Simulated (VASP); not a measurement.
A run of VASP 6.6.1:

INCAR

```
PREC = Accurate
ENCUT = 520
EDIFF = 1E-6
ISMEAR = 1
SIGMA = 0.1
LREAL = False
LASPH = True
NELM = 150
ALGO = Fast
ISIF = 2
LWAVE = False
LCHARG = True
ISPIN = 2
MAGMOM = 0 0 0 0 0.59 0.59
LORBIT = 11
LMAXMIX = 4
GGA = PS
LELF = True
LVHAR = True
NBANDS = 46
```

Contents of KPOINTS:

```
Automatic mesh
0
Gamma
  10 10 10
```

The input POSCAR:

```
Ti2Co
1.0
    0.0000000000      3.3650000000      3.3650000000
    3.3650000000      0.0000000000      3.3650000000
    3.3650000000      3.3650000000      0.0000000000
Ti Co
4 2
Direct
    0.1250000000      0.1250000000      0.1250000000
    0.6250000000      0.1250000000      0.1250000000
    0.1250000000      0.1250000000      0.6250000000
    0.1250000000      0.6250000000      0.1250000000
    0.5000000000      0.5000000000      0.5000000000
    0.7500000000      0.7500000000      0.7500000000
```

Potentials or basis: VASP PAW PBE potentials, release 64 (Ti_sv, Co).

Run with:

```console
$ cat potpaw_PBE.64/Ti_sv/POTCAR potpaw_PBE.64/Co/POTCAR > POTCAR
$ mpirun -np 1 vasp_std > vasp.out
```

Hardware: 1 thread of Intel(R) Xeon(R) 6975P-C (Granite Rapids), with other jobs on the host.

Task: How long does it take, and how much memory?

Result: It took 10 min on 1 thread of Intel(R) Xeon(R) 6975P-C (Granite Rapids), with other jobs on the host, peak memory 0.4 GiB. Counts: scf iterations 55, k points 47.
